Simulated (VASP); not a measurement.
# GaSb (rocksalt type) (Fm-3m) in VASP: relaxation of cell and atoms with PBEsol

Aim: the relaxation of cell and atoms of GaSb (rocksalt type) with PBEsol.

Program: VASP 6.6.1. These are calculated values, not measurements. Logs are shortened: lines on timing, memory, paths and dates and some standing lists are left out, and cuts for length are marked.

**1. The cell of the first run**

It takes space group Fm-3m (No. 225, cubic). The conventional cell has a = 5.443 Å, b = 5.443 Å, c = 5.443 Å, α = 90.00°, β = 90.00°, γ = 90.00°. Ga (site symmetry m-3m) has 6 Sb at 2.72 Å within 3.6 Å. Within 3.6 Å of Sb (site symmetry m-3m) lie 6 Ga at 2.72 Å.

**2. Relaxation of cell and atoms, PBEsol**

INCAR

```
SYSTEM = GaSb
  PREC = Accurate
  ENCUT = 600
  EDIFF = 1E-6
  ISMEAR = -1
  SIGMA = 0.08
  LREAL = .False.
  LASPH = .True.
  NELM = 60
  ALGO = Normal
  ISIF = 3
  LWAVE = .False.
  LCHARG = .False.
  GGA = PS
  IBRION = 2
  NSW = 60
  EDIFFG = -0.005
```

KPOINTS

```
Automatic mesh
0
Gamma
  13 13 13
  0 0 0
```

POSCAR

```
GaSb
1.0
    0.0000000000      2.7216090333      2.7216090333
    2.7216090333      0.0000000000      2.7216090333
    2.7216090333      2.7216090333      0.0000000000
Ga Sb
1 1
Direct
    0.0000000000      0.0000000000      0.0000000000
    0.5000000000      0.5000000000      0.5000000000
```

Potentials or basis: VASP PAW PBE potentials, release 64 (Ga_d, Sb).

Command:

```
$ cat potpaw_PBE.64/Ga_d/POTCAR potpaw_PBE.64/Sb/POTCAR > POTCAR
$ mpirun -np 1 vasp_std > vasp.out
```

OUTCAR:

```text
SYSTEM = GaSb
   PREC = Accurate
   ENCUT = 600
   EDIFF = 1E-6
   ISMEAR = -1
   LREAL = .False.
   LASPH = .True.
   NELM = 60
   ISIF = 3
   GGA = PS
   IBRION = 2
   NSW = 60
   EDIFFG = -0.005

 ion  position               nearest neighbor table
   1  0.000  0.000  0.000-   2 2.72   2 2.72   2 2.72   2 2.72   2 2.72   2 2.72
   2  0.500  0.500  0.500-   1 2.72   1 2.72   1 2.72   1 2.72   1 2.72   1 2.72

  LATTYP: Found a face centered cubic cell.
 ALAT       =     5.4432180666

  Lattice vectors:

 A1 = (   0.0000000000,   2.7216090333,   2.7216090333)
 A2 = (   2.7216090333,   0.0000000000,   2.7216090333)
 A3 = (   2.7216090333,   2.7216090333,   0.0000000000)

Analysis of symmetry for initial positions (statically):
=====================================================================
 Subroutine PRICEL returns:
 Original cell was already a primitive cell.

 Routine SETGRP: Setting up the symmetry group for a
 face centered cubic supercell.

 Subroutine GETGRP returns: Found 48 space group operations
 (whereof 48 operations were pure point group operations)
 out of a pool of 48 trial point group operations.

The static configuration has the point symmetry O_h .

Analysis of symmetry for dynamics (positions and initial velocities):
=====================================================================
 Subroutine PRICEL returns:
 Original cell was already a primitive cell.

 Routine SETGRP: Setting up the symmetry group for a
 face centered cubic supercell.

 Subroutine GETGRP returns: Found 48 space group operations
 (whereof 48 operations were pure point group operations)
 out of a pool of 48 trial point group operations.

The dynamic configuration has the point symmetry O_h .

 Subroutine INISYM returns: Found 48 space group operations
 (whereof 48 operations are pure point group operations),
 and found     1 'primitive' translations

----------------------------------------------------------------------------------------

                                     Primitive cell

  volume of cell :      40.3188

  direct lattice vectors                    reciprocal lattice vectors
     0.000000000  2.721609033  2.721609033    -0.183714852  0.183714852  0.183714852
     2.721609033  0.000000000  2.721609033     0.183714852 -0.183714852  0.183714852
     2.721609033  2.721609033  0.000000000     0.183714852  0.183714852 -0.183714852

  length of vectors
     3.848936406  3.848936406  3.848936406     0.318203457  0.318203457  0.318203457

  position of ions in fractional coordinates (direct lattice)
     0.000000000  0.000000000  0.000000000
     0.500000000  0.500000000  0.500000000

  ion indices of the primitive-cell ions
   primitive index   ion index
                 1           1
                 2           2

----------------------------------------------------------------------------------------

 KPOINTS: Automatic mesh

Automatic generation of k-mesh.
 Grid dimensions read from file:
 generate k-points for:   13   13   13

 Generating k-lattice:

  Cartesian coordinates                     Fractional coordinates (reciprocal lattice)
    -0.014131912  0.014131912  0.014131912     0.076923077  0.000000000  0.000000000
     0.014131912 -0.014131912  0.014131912     0.000000000  0.076923077  0.000000000
     0.014131912  0.014131912 -0.014131912     0.000000000  0.000000000  0.076923077

  Length of vectors
     0.024477189  0.024477189  0.024477189

  Shift w.r.t. Gamma in fractional coordinates (k-lattice)
     0.000000000  0.000000000  0.000000000

 Subroutine IBZKPT returns following result:
 ===========================================

 Found     84 irreducible k-points:

 Following reciprocal coordinates:
            Coordinates               Weight
  0.000000  0.000000  0.000000      1.000000
  0.076923  0.000000  0.000000      8.000000
  0.153846  0.000000  0.000000      8.000000
  0.230769  0.000000  0.000000      8.000000
  0.307692  0.000000  0.000000      8.000000
  0.384615  0.000000  0.000000      8.000000
[... 16 lines left out ...]
  0.384615  0.153846  0.000000     24.000000
  0.461538  0.153846  0.000000     24.000000
 [... further k-points ...]
   k-points           NKPTS =     84   k-points in BZ     NKDIM =     84   number of bands    NBANDS=     13
   number of dos      NEDOS =    301   number of ions     NIONS =      2
   total plane-waves  NPLWV =  32768
   dimension x,y,z NGX =    32 NGY =   32 NGZ =   32
   dimension x,y,z NGXF=    64 NGYF=   64 NGZF=   64
   ions per type =               1   1
   NGX,Y,Z   is equivalent  to a cutoff of  13.82, 13.82, 13.82 a.u.
   NGXF,Y,Z  is equivalent  to a cutoff of  27.64, 27.64, 27.64 a.u.
 SYSTEM =  GaSb
   PREC   = accura    normal or accurate (medium, high low for compatibility)
   ISTART =      0    job   : 0-new  1-cont  2-samecut
   ICHARG =      2    charge: 1-file 2-atom 10-const
   ISPIN  =      1    spin polarized calculation?
   LNONCOLLINEAR =      F non collinear calculations
   LSORBIT =      F    spin-orbit coupling
   LASPH  =      T    aspherical Exc in radial PAW
   ENCUT  =  600.0 eV  44.10 Ry    6.64 a.u.   7.69  7.69  7.69*2*pi/ulx,y,z
   NELM   =     60;   NELMIN=  2; NELMDL= -5     # of ELM steps
   EDIFF  = 0.1E-05   stopping-criterion for ELM
   LREAL  =      F    real-space projection
   EDIFFG = -.5E-02   stopping-criterion for IOM
   NSW    =     60    number of steps for IOM
   IBRION =      2    ionic relax: 0-MD 1-quasi-New 2-CG
   NFREE  =      1    steps in history (QN), initial steepest desc. (CG)
   ISIF   =      3    stress and relaxation
   ISYM   =      2    0-nonsym 1-usesym 2-fastsym
   POTIM  = 0.5000    time-step for ionic-motion
   TEBEG  =    0.0;   TEEND  =   0.0 temperature during run
   PSTRESS=    0.0 pullay stress
   NELECT =      18.0000    total number of electrons
   NUPDOWN=      -1.0000    fix difference up-down
   EMIN   =  10.00;   EMAX   =-10.00  energy-range for DOS
   EFERMI =   0.00;   METHOD = LEGACY
   ISMEAR =    -1;   SIGMA  =   0.08  broadening in eV -4-tet -1-fermi 0-gaus
   EFERMI_NEDOS =   21; number of points for ismear=-14 and -15
   IALGO  =     38    algorithm
   IMIX   =      4    mixing-type and parameters
     AMIX     =   0.40;   BMIX     =  1.00
     AMIX_MAG =   1.60;   BMIX_MAG =  1.00
  volume/ion in A,a.u.               =      20.16       136.04
  Fermi-wavevector in a.u.,A,eV,Ry     =   1.251209  2.364443 21.300253  1.565524
  Thomas-Fermi vector in A             =   2.385167
   LORBIT       =      0    0 simple, 1 ext, 2 COOP (PROOUT), +10 PAW based schemes
   GGA     = PS    functional components
   LHFCALC =     F    Hartree Fock is set to
   AEXX    =    0.0000 exact exchange contribution
   IVDW    =     0    specifies the selected vdW correction
   LEPSILON=     F    determine dielectric tensor
   LRPA    =     F    only Hartree local field effects (RPA)
 conjugate gradient relaxation of ions
 non-spin polarized calculation
  energy-cutoff  :      600.00
  volume of cell :       40.32
 maximum number of plane-waves:      1369
   NGX = 15   NGY = 15   NGZ = 15

--------------------------------------- Ionic step        1  -------------------------------------------

 number of electron      18.0000005 magnetization

 Free energy of the ion-electron system (eV)
  ---------------------------------------------------
  ext. energy  EPLUGINS =         0.00000000
  ---------------------------------------------------
  free energy    TOTEN  =        -7.67071065 eV

  energy without entropy =       -7.65378923  energy(sigma->0) =       -7.66224994

------------------------ aborting loop because EDIFF is reached ----------------------------------------

  FORCE on cell =-STRESS in cart. coord.  units (eV):
  Direction    XX          YY          ZZ          XY          YZ          ZX
  --------------------------------------------------------------------------------------
  -------------------------------------------------------------------------------------
  Total        3.1425700      3.1425700      3.1425700     -0.0000000      0.0000000     -0.0000000
  in kB      124.8786906    124.8786906    124.8786906     -0.0000000      0.0000000     -0.0000000
  external PRESSURE =     124.8786906 kB  Pullay stress =       0.0000000 kB
[... 89 lines left out ...]
  FREE ENERGIE OF THE ION-ELECTRON SYSTEM (eV)
  ---------------------------------------------------
  free  energy   TOTEN  =        -7.8746042891 eV

  energy  without entropy=       -7.8547781270  energy(sigma->0) =       -7.86469121

[... ionic steps 4 to 13 ...]

--------------------------------------- Ionic step       14  -------------------------------------------

 number of electron      18.0000006 magnetization

------------------------ aborting loop because EDIFF is reached ----------------------------------------

  FORCE on cell =-STRESS in cart. coord.  units (eV):
  Direction    XX          YY          ZZ          XY          YZ          ZX
  --------------------------------------------------------------------------------------
  -------------------------------------------------------------------------------------
  Total        0.0333414      0.0333414      0.0333414     -0.0000000      0.0000000     -0.0000000
  in kB        1.1564246      1.1564246      1.1564246     -0.0000000      0.0000000     -0.0000000
  external PRESSURE =       1.1564246 kB  Pullay stress =       0.0000000 kB
[... 57 lines left out ...]
  energy  without entropy=       -7.8547994873  energy(sigma->0) =       -7.86469191

--------------------------------------- Ionic step       16  -------------------------------------------

 number of electron      18.0000006 magnetization

 Free energy of the ion-electron system (eV)
  ---------------------------------------------------
  ext. energy  EPLUGINS =         0.00000000
  ---------------------------------------------------
  free energy    TOTEN  =        -7.87460415 eV

  energy without entropy =       -7.85478046  energy(sigma->0) =       -7.86469230

 E-fermi :   6.7435     XC(G=0): -10.5204

 val. band max:        6.6971264689   @ k =  -0.3846   0.3846   0.0769
 cond. band min:       6.7960759333   @ k =   0.2308   0.0769   0.0000
 fundamental gap:      0.0989494643
 Fermi energy:         6.7434819328

 k-point     1 :       0.0000    0.0000    0.0000
  band No.  band energies     occupation
      1      -8.0763      2.00000
      2      -8.0763      2.00000
      3      -8.0530      2.00000
      4      -8.0530      2.00000
      5      -8.0530      2.00000
      6      -5.4182      2.00000
      7       6.8922      0.26954
      8       6.8956      0.25992
      9       6.8956      0.25992
     10       6.8956      0.25992
     11      13.0538      0.00000
     12      13.0538      0.00000
     13      13.0538      0.00000
[... 353 lines left out ...]
 k-point    24 :       0.4615    0.1538    0.0000
  band No.  band energies     occupation
      1      -8.1150      2.00000
      2      -8.0892      2.00000
      3      -8.0550      2.00000
      4      -8.0401      2.00000
      5      -8.0344      2.00000
      6      -3.1205      2.00000
      7       0.0528      2.00000
      8       5.3995      2.00000
      9       5.8629      1.99997
     10       7.1583      0.01114
     11      10.9918      0.00000
     12      11.5440      0.00000
     13      12.3671      0.00000

 [... further k-points ...]
[... 5 lines left out ...]
  --------------------------------------------------------------------------------------
  -------------------------------------------------------------------------------------
  Total       -0.0033938     -0.0033938     -0.0033938      0.0000000      0.0000000     -0.0000000
  in kB       -0.1175000     -0.1175000     -0.1175000      0.0000000      0.0000000     -0.0000000
  external PRESSURE =      -0.1175000 kB  Pullay stress =       0.0000000 kB
[... 17 lines left out ...]
  FREE ENERGIE OF THE ION-ELECTRON SYSTEM (eV)
  ---------------------------------------------------
  free  energy   TOTEN  =        -7.8746041451 eV

  energy  without entropy=       -7.8547804612  energy(sigma->0) =       -7.86469230

 reached required accuracy - stopping structural energy minimisation
```

Wall time 5.6 min (1 thread of Intel Xeon 8259CL, shared host); peak memory 0.24 GiB.

What came out:

- Free energy: -7.8746 eV
- Relaxed volume: 23.14 Å³/atom
- Relaxed cell: a = 4.030 Å, b = 4.030 Å, c = 4.030 Å, α = 60.00°, β = 60.00°, γ = 60.00°
- Space group after relaxing (to 0.1 Å): Fm-3m (No. 225)
- Energy gained by relaxing: 101.9 meV/atom
- Ionic steps: 16
- Pressure after relaxing: 0.0 GPa
- Band gap on the k mesh: zero (bands 9 and 10 overlap by 3.39 eV)

Step by step:
```csv
step,energy change (eV),largest force (eV/Å),pressure (GPa),volume (Å³)
1,0.0000,0.0000,12.49,40.32
2,-0.1472,0.0000,-4.19,50.20
3,-0.2039,0.0000,-0.04,46.28
4,-0.2038,0.0000,0.18,46.16
5,-0.2038,0.0000,0.20,46.16
6,-0.2038,0.0000,0.17,46.17
7,-0.2038,0.0000,0.17,46.17
8,-0.2038,0.0000,0.18,46.17
9,-0.2038,0.0000,0.18,46.17
10,-0.2038,0.0000,0.18,46.17
11,-0.2038,0.0000,0.18,46.17
12,-0.2038,0.0000,0.18,46.17
13,-0.2038,0.0000,0.10,46.18
14,-0.2039,0.0000,0.12,46.19
15,-0.2039,0.0000,0.07,46.22
16,-0.2039,0.0000,-0.01,46.28
```

Final structure:
```yaml
crystal:
  lattice:
    - [0.00000, 2.84956, 2.84956]
    - [2.84956, 0.00000, 2.84956]
    - [2.84956, 2.84956, 0.00000]
  atoms:
    - { symbol: Ga, position: [0.00000, 0.00000, 0.00000] }
    - { symbol: Sb, position: [0.50000, 0.50000, 0.50000] }
```

Caveat: the PAW data sets were made with another functional, which shifts forces and pressure a little; spin-orbit coupling is left out, which moves the levels of the heavy elements.
